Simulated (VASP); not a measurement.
A run of VASP 6.6.1:

Contents of INCAR:

```
SYSTEM = In3Sb2As
  PREC = Accurate
  ENCUT = 520
  EDIFF = 1E-7
  ISMEAR = 0
  SIGMA = 0.1
  LREAL = .FALSE.
  LASPH = .TRUE.
  NELM = 100
  ALGO = Normal
  ISIF = 2
  LWAVE = .FALSE.
  LCHARG = .TRUE.
  GGA = PE
  LELF = .TRUE.
  LVHAR = .TRUE.
  NBANDS = 36
```

The input KPOINTS:

```
regular mesh
0
G
  12 12 4
  0 0 0
```

POSCAR

```
In3Sb2As
1.0
    4.5896861743      0.0000000000      0.0000000000
   -2.2948430871      3.9747848223      0.0000000000
    0.0000000000      0.0000000000     11.2418231000
In Sb As
3 2 1
Direct
    0.0000000000      0.0000000000      0.0121200000
    0.3333333333      0.6666666667      0.6672690000
    0.6666666667      0.3333333333      0.3211310000
    0.3333333333      0.6666666667      0.9217450000
    0.6666666667      0.3333333333      0.5770960000
    0.0000000000      0.0000000000      0.2506380000
```

Potentials or basis: VASP PAW PBE potentials, release 64 (In_d, Sb, As).

Run with:

```console
$ cat potpaw_PBE.64/In_d/POTCAR potpaw_PBE.64/Sb/POTCAR potpaw_PBE.64/As/POTCAR > POTCAR
$ mpirun -np 1 vasp_std > vasp.out
```

Hardware: 1 thread of Intel Xeon 6975P-C, on a shared host.

Q: Estimate the wall time of this run.

A: Run time: 9 min on 1 thread of Intel Xeon 6975P-C, on a shared host, peak memory 0.64 GiB. Counts: scf iterations 16, k points 69.
